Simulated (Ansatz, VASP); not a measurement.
## SiC in VASP and in Ansatz

File INCAR:

```
SYSTEM = SiC
  ALGO = Normal
  EDIFF = 1E-6
  ENCUT = 520
  GGA = PE
  ISIF = 2
  ISMEAR = 0
  LASPH = .True.
  LCHARG = .True.
  LELF = .True.
  LREAL = .False.
  LVHAR = .True.
  LWAVE = .False.
  NBANDS = 16
  NELM = 60
  PREC = Accurate
  SIGMA = 0.05
```

File KPOINTS:

```
k-points
0
Gamma
  12 12 6
  0 0 0
```

The input POSCAR:

```
SiC
1.0
    3.0650400263      0.0000000000      0.0000000000
   -1.5325200132      2.6544025264      0.0000000000
    0.0000000000      0.0000000000      5.1636729323
Si C
2 2
Direct
    0.3333333333      0.6666666667      0.0045639005
    0.6666666667      0.3333333333      0.5045639005
    0.3333333333      0.6666666667      0.4102553796
    0.6666666667      0.3333333333      0.9102553796
```

Input for Ansatz:

```yaml
crystal:
  lattice:
    - [3.0650400263, 0.0, 0.0]
    - [-1.5325200132, 2.6544025264, 0.0]
    - [0.0, 0.0, 5.1636729323]
  atoms:
    - { symbol: Si, position: [0.3333333333, 0.6666666667, 0.0045639005] }
    - { symbol: Si, position: [0.6666666667, 0.3333333333, 0.5045639005] }
    - { symbol: C, position: [0.3333333333, 0.6666666667, 0.4102553796] }
    - { symbol: C, position: [0.6666666667, 0.3333333333, 0.9102553796] }
basis:
  ecutwfc: 520.0
kpoints:
  mp_grid: { grid: [12, 12, 6] }
hamiltonian:
  xc: pbe
  pseudopotentials: { kind: paw, azcp: { folder: soft_1 } }
scf:
  occupations: { method: gaussian, width: 0.05 }
output:
  forces: true
  stress: true
  eigenvalues: true
```

Alike in both runs: task single point; functional PBE; k mesh 12 × 12 × 6; occupations gaussian, width 0.05 eV; no spin polarisation.

|  | VASP | Ansatz |
| --- | --- | --- |
| version | VASP 6.6.1 | Ansatz 0.2.0 |
| potentials or method | VASP PAW PBE potentials, release 64 (Si, C), cutoff 520 eV | scalar-relativistic, plane waves, PAW |
| valence electrons in the cell | 16 | 16 |

|  | VASP | Ansatz | Ansatz less VASP |
| --- | --- | --- | --- |
| gap on the k mesh at the Fermi level (eV) | 2.29 | 2.29 | +0.004 |
| least direct gap on the mesh (eV) | 4.38 | 4.38 | -0.001 |
| pressure (GPa) | 3.8 | 3.9 | +0.07 |
| traceless stress, the component that is largest in VASP (GPa) | -14.27 | -14.27 | +0.006 |
| rms of the force components (eV/Å) | 1.086 | 1.084 | -0.0015 |

Atom by atom the forces differ by 0.001 eV/Å (rms over components).
